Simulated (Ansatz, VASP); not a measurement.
# Two plane-wave programs on Si

```
Si
1.0
     2.64319    0.00000    0.00000
    -1.32159    2.28907    0.00000
     0.00000    0.00000    4.53435
Si
2
Cartesian
  0.0000 1.5260 1.1336
  1.3216 0.7630 3.4008
```

Alike in both runs: functional r2SCAN; k mesh 24 × 24 × 12; occupations gaussian, width 0.1 eV; no spin polarisation.

Ansatz relaxed the structure, and its values are those at the end. VASP's run is a single point on that final structure, the one shown.

|  | VASP | Ansatz |
| --- | --- | --- |
| version | VASP 6.6.1 | Ansatz 0.2.0 |
| potentials or method | VASP PAW PBE potentials, release 64 (Si), cutoff 520 eV | scalar-relativistic, plane waves, PAW |
| valence electrons in the cell | 8 | 8 |

```tsv
	VASP	Ansatz	Ansatz less VASP
gap on the k mesh at the Fermi level (eV)	none	none	-
pressure (GPa)	0.0	0.0	-0.04
```

VASP's potentials were made for PBE, not for r2SCAN. A gap of «none» marks a metal or a gap that the smearing closes.
